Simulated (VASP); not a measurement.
The system is LiH.

```
CELL_PARAMETERS angstrom
3.25482 0.00000 0.00000
-1.62741 2.81876 0.00000
0.00000 0.00000 4.06907
ATOMIC_POSITIONS crystal
Li 0.33333 0.66667 0.25000
Li 0.66667 0.33333 0.75000
H 0.66667 0.33333 0.25000
H 0.33333 0.66667 0.75000
```

Base run:

```yaml
Program: VASP 6.6.1
Functional: PBE
Potentials_or_basis: VASP PAW PBE potentials, release 64 (Li_sv, H)
Cutoff: 520 eV
k_mesh: 6 × 6 × 4
Occupations: gaussian, width 0.01 eV
Spin: no spin polarisation
```

Its results: band gap on the k mesh 1.83 eV (least direct gap 3.07 eV).

Problem. After a change of settings the same cell gave: band gap on the k mesh 2.74 eV (least direct gap 4.05 eV). Which change was it?
A. k mesh from 6 × 6 × 4 to 9 × 9 × 6; further incar settings from ALGO = Normal; EDIFF = 1e-06; NBANDS = 12 to ALGO = Normal; EDIFF = 1e-08
B. functional from PBE to HSE06
C. k mesh from 6 × 6 × 4 to 12 × 12 × 6; occupations from gaussian, width 0.01 eV to fermi-dirac, width 0.02 eV
D. functional from PBE to r2SCAN; k mesh from 6 × 6 × 4 to 12 × 12 × 6

Solution. B.
